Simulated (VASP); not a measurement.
A run of VASP 6.6.1 is set up as follows.

Contents of INCAR:

```
PREC = Accurate ; ENCUT = 520
EDIFF = 1E-7 ; ISMEAR = -1
SIGMA = 0.06122561905347299 ; LREAL = False
LASPH = True ; NELM = 100
ALGO = Normal ; ISIF = 2
LWAVE = False ; LCHARG = True
GGA = PE ; LELF = True
LVHAR = True ; NBANDS = 16
```

Contents of KPOINTS:

```
regular mesh
0
Gamma
  9 9 9
```

File POSCAR:

```
Cs
1.0
    0.0000000000      5.7758122866      5.7758122866
    5.7758122866      0.0000000000      5.7758122866
    5.7758122866      5.7758122866      0.0000000000
Cs
2
Direct
    0.0000000000      0.0000000000      0.0000000000
    0.2500000000      0.2500000000      0.2500000000
```

Potentials or basis: VASP PAW PBE potentials, release 64 (Cs_sv).

Launch:

```console
$ cat potpaw_PBE.64/Cs_sv/POTCAR > POTCAR
$ mpirun -np 1 vasp_std > vasp.out
```

**Question.** Predict the pressure.

**Answer.** 0.0 GPa.

**Question.** What does it give for the band gap on the k mesh?

**Answer.** 0.03 eV, direct.

Caveat: spin-orbit coupling is left out, which moves the levels of the heavy elements. A k mesh can miss the band edges.
